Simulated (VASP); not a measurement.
# WS2 in VASP: further runs, part 2 of 2

VASP 6.6.1.

## Step 4: Single point, revPBE

This run uses another cell than the first one, of 25.73 Å³/atom, 0.927 times its volume.

Contents of INCAR:

```
PREC = Accurate
ENCUT = 520
EDIFF = 1E-6
ISMEAR = -1
SIGMA = 0.05
LREAL = False
LASPH = True
NELM = 100
ALGO = Normal
ISIF = 2
LWAVE = False
LCHARG = True
GGA = RE
LELF = True
LVHAR = True
NBANDS = 64
```

Contents of KPOINTS:

```
regular mesh
0
Gamma
  7 7 1
```

Contents of POSCAR:

```
WS2
1.0
    3.1831225544      0.0000000000      0.0000000000
   -1.5915612772      2.7566649955      0.0000000000
    0.0000000000      0.0000000000     35.1805582101
W S
4 8
Direct
    0.3333333333      0.6666666667      0.5923166100
    0.3333333333      0.6666666667      0.2234000000
    0.6666666667      0.3333333333      0.7766000000
    0.6666666667      0.3333333333      0.4076833900
    0.3333333333      0.6666666667      0.8211496400
    0.3333333333      0.6666666667      0.4520236900
    0.6666666667      0.3333333333      0.6366210700
    0.6666666667      0.3333333333      0.2677418400
    0.3333333333      0.6666666667      0.7322581600
    0.3333333333      0.6666666667      0.3633789300
    0.6666666667      0.3333333333      0.5479763100
    0.6666666667      0.3333333333      0.1788503600
```

Potentials or basis: VASP PAW PBE potentials, release 64 (W_sv, S).

The run is started by

```
> cat potpaw_PBE.64/W_sv/POTCAR potpaw_PBE.64/S/POTCAR > POTCAR
> mpirun -np 1 vasp_std > vasp.out
```

OUTCAR:

```text
PREC = Accurate
   ENCUT = 520
   EDIFF = 1E-6
   ISMEAR = -1
   LREAL = False
   LASPH = True
   NELM = 100
   ISIF = 2
   GGA = RE

 ion  position               nearest neighbor table
   1  0.333  0.667  0.592-   7 2.41   7 2.41   7 2.41  11 2.41  11 2.41  11 2.41
   2  0.333  0.667  0.223-   8 2.41   8 2.41   8 2.41  12 2.42  12 2.42  12 2.42
   3  0.667  0.333  0.777-   9 2.41   9 2.41   9 2.41   5 2.42   5 2.42   5 2.42
   4  0.667  0.333  0.408-  10 2.41  10 2.41  10 2.41   6 2.41   6 2.41   6 2.41
   5  0.333  0.667  0.821-   3 2.42   3 2.42   3 2.42
   6  0.333  0.667  0.452-   4 2.41   4 2.41   4 2.41
   7  0.667  0.333  0.637-   1 2.41   1 2.41   1 2.41
   8  0.667  0.333  0.268-   2 2.41   2 2.41   2 2.41
   9  0.333  0.667  0.732-   3 2.41   3 2.41   3 2.41
  10  0.333  0.667  0.363-   4 2.41   4 2.41   4 2.41
  11  0.667  0.333  0.548-   1 2.41   1 2.41   1 2.41
  12  0.667  0.333  0.179-   2 2.42   2 2.42   2 2.42

  LATTYP: Found a hexagonal cell.
 ALAT       =     3.1831225544
 C/A-ratio  =    11.0522160579

  Lattice vectors:

 A1 = (   3.1831225544,   0.0000000000,   0.0000000000)
[... 720 lines left out ...]
     63       6.8539      0.00000
     64       6.8968      0.00000

------------------------ aborting loop because EDIFF is reached ----------------------------------------

  FORCE on cell =-STRESS in cart. coord.  units (eV):
  Direction    XX          YY          ZZ          XY          YZ          ZX
  --------------------------------------------------------------------------------------
  -------------------------------------------------------------------------------------
  Total        4.2278488      4.2278488      5.7703758      0.0000000     -0.0000000      0.0000000
  in kB       21.9426944     21.9426944     29.9484676      0.0000000     -0.0000000      0.0000000
  external PRESSURE =      24.6112854 kB  Pullay stress =       0.0000000 kB

 VOLUME and BASIS-vectors are now :
 -----------------------------------------------------------------------------
  energy-cutoff  :      520.00
  volume of cell :      308.70
      direct lattice vectors                 reciprocal lattice vectors
     3.183122554  0.000000000  0.000000000     0.314156927  0.181378586  0.000000000
    -1.591561277  2.756664995  0.000000000     0.000000000  0.362757173  0.000000000
     0.000000000  0.000000000 35.180558210     0.000000000  0.000000000  0.028424791

 POSITION                                       TOTAL-FORCE (eV/Angst)
 -----------------------------------------------------------------------------------
     -0.00000      1.83778     20.83803        -0.000000      0.000000     -0.021081
     -0.00000      1.83778      7.85934        -0.000000      0.000000     -0.139607
      1.59156      0.91889     27.32122         0.000000     -0.000000      0.139607
      1.59156      0.91889     14.34253         0.000000     -0.000000      0.021081
     -0.00000      1.83778     28.88850        -0.000000      0.000000      0.246894
     -0.00000      1.83778     15.90245         0.000000     -0.000000      0.273917
      1.59156      0.91889     22.39668         0.000000      0.000000      0.292667
      1.59156      0.91889      9.41931         0.000000     -0.000000      0.254257
     -0.00000      1.83778     25.76125        -0.000000     -0.000000     -0.254257
     -0.00000      1.83778     12.78387        -0.000000      0.000000     -0.292667
      1.59156      0.91889     19.27811        -0.000000      0.000000     -0.273917
      1.59156      0.91889      6.29206         0.000000     -0.000000     -0.246894
 -----------------------------------------------------------------------------------
    total drift:                                0.000000     -0.000000      0.000000

  FREE ENERGIE OF THE ION-ELECTRON SYSTEM (eV)
  ---------------------------------------------------
  free  energy   TOTEN  =       -90.4461155572 eV

  energy  without entropy=      -90.4461154805  energy(sigma->0) =      -90.44611552
```

Wall time 6.7 min (1 thread of AMD EPYC 7R13, shared host); peak memory 0.43 GiB.

Results:

- Free energy: -90.4461 eV
- Largest force: 0.293 eV/Å
- Band gap on the k mesh: 1.46 eV, indirect (least direct gap 2.38 eV)

Forces in eV/Å, atoms in the order of the input:
```
W    0.000  0.000 -0.021
W    0.000  0.000 -0.140
W    0.000  0.000  0.140
W    0.000  0.000  0.021
S    0.000  0.000  0.247
S    0.000  0.000  0.274
S    0.000  0.000  0.293
S    0.000  0.000  0.254
S    0.000  0.000 -0.254
S    0.000  0.000 -0.293
S    0.000  0.000 -0.274
S    0.000  0.000 -0.247
```

Levels at points of the mesh, in eV from the valence-band top:
```
           k point  band 50  band 51  band 52  band 53  band 54  band 55
(0.00, 0.00, 0.00)    -0.46    -0.18     0.00     2.43     2.43     2.43
```

Caveat: the PAW data sets were made with another functional, which shifts forces and pressure a little; spin-orbit coupling is left out, which moves the levels of the heavy elements.

## Step 5: Single point, BLYP

This run uses another cell than the first one, of 25.73 Å³/atom, 0.927 times its volume.

Contents of INCAR:

```
SYSTEM = WS2
PREC = Accurate
ENCUT = 520
EDIFF = 1E-6
ISMEAR = -1
SIGMA = 0.05
LREAL = .FALSE.
LASPH = .TRUE.
NELM = 80
ALGO = Normal
ISIF = 2
LWAVE = .FALSE.
LCHARG = .FALSE.
GGA = B5
ALDAX = 1.0
AGGAX = 1.0
AGGAC = 1.0
ALDAC = 0.0
NBANDS = 64
```

Contents of KPOINTS:

```
regular mesh
0
G
  7 7 1
  0 0 0
```

POSCAR is that of step 4.

The run is started by

```
> cat potpaw_PBE.64/W_sv/POTCAR potpaw_PBE.64/S/POTCAR > POTCAR
> mpirun -np 1 vasp_std > vasp.out
```

Run time: 12 min. Hardware: 1 thread of AMD EPYC 7R13, shared host; peak memory 0.4 GiB.

Results (log left out):

```
Free energy            : -83.5158 eV
Largest force          : 0.704 eV/Å
Band gap on the k mesh : 1.42 eV, indirect (least direct gap 2.37 eV)
```

Forces on the atoms (eV/Å):
```
W    0.000  0.000 -0.021
W    0.000  0.000 -0.141
W    0.000  0.000  0.141
W    0.000  0.000  0.021
S    0.000  0.000  0.652
S    0.000  0.000  0.686
S    0.000  0.000  0.704
S    0.000  0.000  0.664
S    0.000  0.000 -0.664
S    0.000  0.000 -0.704
S    0.000  0.000 -0.686
S    0.000  0.000 -0.652
```

Levels at points of the mesh, in eV from the valence-band top:
| k point | band 50 | band 51 | band 52 | band 53 | band 54 | band 55 |
| --- | --- | --- | --- | --- | --- | --- |
| (0.00, 0.00, 0.00) | -0.47 | -0.18 | 0.00 | 2.43 | 2.43 | 2.43 |

Caveat: the PAW data sets were made with another functional, which shifts forces and pressure a little; spin-orbit coupling is left out, which moves the levels of the heavy elements.

## Step 6: The runs side by side

```csv
level,cell,k mesh,cutoff (eV),gap on the mesh (eV),largest force (eV/Å)
PBE,"a = 3.188, b = 3.188, c = 37.834 Å, angles 90.0, 90.0, 120.0°, 12 atoms",10 × 10 × 1,500,1.83,-
RPBE,"a = 3.183, b = 3.183, c = 35.181 Å, angles 90.0, 90.0, 120.0°, 12 atoms",7 × 7 × 1,520,1.47,0.32
revPBE,"a = 3.183, b = 3.183, c = 35.181 Å, angles 90.0, 90.0, 120.0°, 12 atoms",7 × 7 × 1,520,1.46,0.29
BLYP,"a = 3.183, b = 3.183, c = 35.181 Å, angles 90.0, 90.0, 120.0°, 12 atoms",7 × 7 × 1,520,1.42,0.70
```

Alike in all rows: task single point; potentials or basis VASP PAW PBE potentials, release 64 (W_sv, S); no spin polarisation; smearing fermi-dirac 0.05 eV.

Caveats: spin-orbit coupling is left out, which moves the levels of the heavy elements; the PAW data sets were made with another functional, which shifts forces and pressure a little (some runs).

Absolute energies hang on the potentials; compare differences alone.
